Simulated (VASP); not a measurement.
A run of VASP 6.6.1 is set up as follows.

Contents of INCAR:

```
PREC = Accurate
ENCUT = 520
EDIFF = 1E-6
ISMEAR = -1
SIGMA = 0.08
LREAL = False
LASPH = True
NELM = 100
ALGO = Normal
ISIF = 2
LWAVE = False
LCHARG = False
GGA = PE
NBANDS = 10
```

KPOINTS

```
regular mesh
0
Gamma
  16 16 15
```

POSCAR

```
Re
1.0
    2.7153194587      0.0000000000      0.0000000000
   -1.3576597294      2.3515356307      0.0000000000
    0.0000000000      0.0000000000      2.4310345775
Re
1
Direct
    0.0000000000      0.0000000000      0.0000000000
```

Potentials or basis: VASP PAW PBE potentials, release 64 (Re).

Run with:

```sh
$ cat potpaw_PBE.64/Re/POTCAR > POTCAR
$ mpirun -np 1 vasp_std > vasp.out
```

Predict the pressure.

15.4 GPa.

Stress tensor (GPa, compression positive):
```
16.47  0.00  0.00
 0.00 16.47  0.00
 0.00  0.00 13.22
```
